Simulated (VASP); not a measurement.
# V (Pm-3n) in VASP: a series of runs, part 2 of 2

VASP 6.6.1.

### Step 4. Single point, PBEsol, collinear spin, ferromagnetic start

This run uses another cell than the first one, of 14.06 Å³/atom, 1.059 times its volume.

File INCAR:

```
  PREC = Accurate
  ENCUT = 520
  EDIFF = 1E-6
  ISMEAR = 0
  SIGMA = 0.1
  LREAL = F
  LASPH = T
  NELM = 150
  ALGO = Fast
  ISIF = 2
  LWAVE = F
  LCHARG = F
  ISPIN = 2
  MAGMOM = 2 2 2 2 2 2 2 2
  LORBIT = 11
  LMAXMIX = 4
  GGA = PS
  NBANDS = 66
```

File KPOINTS:

```
Automatic mesh
0
Gamma
  4 4 4
```

File POSCAR:

```
V
1.0
    4.8270384112      0.0000000000      0.0000000000
    0.0000000000      4.8270384112      0.0000000000
    0.0000000000      0.0000000000      4.8270384112
V
8
Direct
    0.5000000000      0.5000000000      0.5000000000
    0.0000000000      0.0000000000      0.0000000000
    0.2500000000      0.0000000000      0.5000000000
    0.5000000000      0.2500000000      0.0000000000
    0.5000000000      0.7500000000      0.0000000000
    0.7500000000      0.0000000000      0.5000000000
    0.0000000000      0.5000000000      0.7500000000
    0.0000000000      0.5000000000      0.2500000000
```

Potentials or basis: VASP PAW PBE potentials, release 64 (V_sv).

On the command line:

```bash
> cat potpaw_PBE.64/V_sv/POTCAR > POTCAR
> mpirun -np 1 vasp_std > vasp.out
```

OUTCAR:

```text
PREC = Accurate
   ENCUT = 520
   EDIFF = 1E-6
   ISMEAR = 0
   LREAL = F
   LASPH = T
   NELM = 150
   ISIF = 2
   ISPIN = 2
   LORBIT = 11
   GGA = PS

 ion  position               nearest neighbor table
   1  0.500  0.500  0.500-   3 2.70   4 2.70   5 2.70   6 2.70   7 2.70   8 2.70   4 2.70   5 2.70
                             3 2.70   6 2.70   7 2.70   8 2.70
   2  0.000  0.000  0.000-   3 2.70   4 2.70   5 2.70   6 2.70   7 2.70   8 2.70   3 2.70   6 2.70
                             7 2.70   8 2.70   4 2.70   5 2.70
   3  0.250  0.000  0.500-   6 2.41   6 2.41   1 2.70   2 2.70   1 2.70   2 2.70
   4  0.500  0.250  0.000-   5 2.41   5 2.41   1 2.70   1 2.70   2 2.70   2 2.70
   5  0.500  0.750  0.000-   4 2.41   4 2.41   1 2.70   1 2.70   2 2.70   2 2.70
   6  0.750  0.000  0.500-   3 2.41   3 2.41   1 2.70   2 2.70   1 2.70   2 2.70
   7  0.000  0.500  0.750-   8 2.41   8 2.41   1 2.70   2 2.70   2 2.70   1 2.70
   8  0.000  0.500  0.250-   7 2.41   7 2.41   1 2.70   2 2.70   2 2.70   1 2.70

  LATTYP: Found a simple cubic cell.
 ALAT       =     4.8270384112

  Lattice vectors:

 A1 = (   4.8270384112,   0.0000000000,   0.0000000000)
 A2 = (   0.0000000000,   4.8270384112,   0.0000000000)
 A3 = (   0.0000000000,   0.0000000000,   4.8270384112)

Analysis of symmetry for initial positions (statically):
=====================================================================
 Subroutine PRICEL returns:
 Original cell was already a primitive cell.

 Routine SETGRP: Setting up the symmetry group for a
 simple cubic supercell.

 Subroutine GETGRP returns: Found 48 space group operations
 (whereof 24 operations were pure point group operations)
 out of a pool of 48 trial point group operations.

The static configuration has the point symmetry T_h .
 The point group associated with its full space group is O_h .

Analysis of symmetry for dynamics (positions and initial velocities):
=====================================================================
 Subroutine PRICEL returns:
 Original cell was already a primitive cell.
[... 854 lines left out ...]

 k-point     1 :       0.0000    0.0000    0.0000
  band No.  band energies     occupation
      1     -54.6178      1.00000
      2     -54.4921      1.00000
      3     -54.4921      1.00000
      4     -54.4917      1.00000
      5     -54.4208      1.00000
      6     -54.3258      1.00000
[... 659 lines left out ...]
     63      11.6658      0.00000
     64      11.6659      0.00000
 [bands above 64 left out]

------------------------ aborting loop because EDIFF is reached ----------------------------------------

  FORCE on cell =-STRESS in cart. coord.  units (eV):
  Direction    XX          YY          ZZ          XY          YZ          ZX
  --------------------------------------------------------------------------------------
  -------------------------------------------------------------------------------------
  Total       -7.1638579     -7.1638579     -7.1638579     -0.0000000     -0.0000000     -0.0000000
  in kB     -102.0505340   -102.0505340   -102.0505340     -0.0000000     -0.0000000     -0.0000000
  external PRESSURE =    -102.0505340 kB  Pullay stress =       0.0000000 kB

 VOLUME and BASIS-vectors are now :
 -----------------------------------------------------------------------------
  energy-cutoff  :      520.00
  volume of cell :      112.47
      direct lattice vectors                 reciprocal lattice vectors
     4.827038411  0.000000000  0.000000000     0.207166365  0.000000000  0.000000000
     0.000000000  4.827038411  0.000000000     0.000000000  0.207166365  0.000000000
     0.000000000  0.000000000  4.827038411     0.000000000  0.000000000  0.207166365

 POSITION                                       TOTAL-FORCE (eV/Angst)
 -----------------------------------------------------------------------------------
      2.41352      2.41352      2.41352        -0.000000      0.000000     -0.000000
      0.00000      0.00000      0.00000        -0.000000      0.000000     -0.000000
      1.20676      0.00000      2.41352        -0.000000     -0.000000      0.000000
      2.41352      1.20676      0.00000        -0.000000      0.000000      0.000000
      2.41352      3.62028      0.00000         0.000000      0.000000     -0.000000
      3.62028      0.00000      2.41352         0.000000     -0.000000     -0.000000
      0.00000      2.41352      3.62028         0.000000      0.000000     -0.000000
      0.00000      2.41352      1.20676         0.000000     -0.000000     -0.000000
 -----------------------------------------------------------------------------------
    total drift:                                0.000000      0.000000     -0.000000

  FREE ENERGIE OF THE ION-ELECTRON SYSTEM (eV)
  ---------------------------------------------------
  free  energy   TOTEN  =       -76.4382640218 eV

  energy  without entropy=      -76.4082387330  energy(sigma->0) =      -76.42325138

 total charge

# of ion       s       p       d       tot
------------------------------------------
    1        2.356   6.241   2.987  11.585
    2        2.356   6.241   2.987  11.585
    3        2.333   6.224   3.034  11.590
    4        2.333   6.224   3.034  11.590
    5        2.333   6.224   3.034  11.590
    6        2.333   6.224   3.034  11.590
    7        2.333   6.224   3.034  11.590
    8        2.333   6.224   3.034  11.590
--------------------------------------------------
tot         18.709  49.825  24.177  92.712

 magnetization (x)

# of ion       s       p       d       tot
------------------------------------------
    1        0.000   0.000   0.001   0.001
    2        0.000   0.000   0.001   0.001
    3       -0.000  -0.000  -0.000  -0.000
    4       -0.000  -0.000  -0.000  -0.000
    5       -0.000  -0.000  -0.000  -0.000
    6       -0.000  -0.000  -0.000  -0.000
    7       -0.000  -0.000  -0.000  -0.000
    8       -0.000  -0.000  -0.000  -0.000
--------------------------------------------------
tot          0.000  -0.000   0.000   0.000
```

OSZICAR:

```text
N       E                     dE             d eps       ncg     rms          rms(c)
DAV:   1     0.169914499784E+04    0.16991E+04   -0.59981E+04  2656   0.185E+03
DAV:   2     0.128139762602E+02   -0.16863E+04   -0.16507E+04  2640   0.640E+02
DAV:   3    -0.813175194340E+02   -0.94131E+02   -0.90100E+02  3492   0.167E+02
[... 13 lines left out ...]
RMM:  17    -0.764382569081E+02   -0.73179E-05   -0.51888E-05  3197   0.240E-02    0.114E-02
RMM:  18    -0.764382593234E+02   -0.24153E-05   -0.17407E-05  2925   0.113E-02    0.110E-02
RMM:  19    -0.764382571960E+02    0.21274E-05   -0.21542E-06  2204   0.573E-03    0.163E-02
RMM:  20    -0.764382630230E+02   -0.58270E-05   -0.13722E-05  3046   0.968E-03    0.487E-03
RMM:  21    -0.764382640218E+02   -0.99883E-06   -0.74644E-06  2797   0.531E-03
   1 F= -.76438264E+02 E0= -.76423251E+02  d E =-.300253E-01  mag=     0.0000
```

Wall time 2.7 min (1 thread of Intel Xeon Platinum 8375C at 2.90GHz (Ice Lake), shared host); peak memory 0.29 GiB.

Results:

- Free energy: -76.4383 eV
- Pressure: -10.2 GPa
- Band gap on the k mesh: zero (filled and empty bands touch)
- Net moment: 0.00 μB per cell
- Valence electrons inside the program's atomic spheres: V 11.59

Caveat: the PAW data sets were made with another functional, which shifts forces and pressure a little.

### Step 5. The runs side by side

| task | spin | cell | cutoff (eV) | gap on the mesh (eV) | pressure (GPa) |
| --- | --- | --- | --- | --- | --- |
| single point | off | a = 4.736 Å, 8 atoms | 520 | none | -0.1 |
| relaxation of cell and atoms | off | relaxed from a = 4.827 Å, 8 atoms | 600 | none | -0.2 |
| single point | collinear, ferromagnetic start | a = 4.827 Å, 8 atoms | 520 | none | -10.2 |

Alike in all rows: level PBEsol; potentials or basis VASP PAW PBE potentials, release 64 (V_sv); k mesh 4 × 4 × 4; smearing gaussian 0.1 eV.

Caveats: the PAW data sets were made with another functional, which shifts forces and pressure a little.

Absolute energies hang on the potentials; compare differences alone.
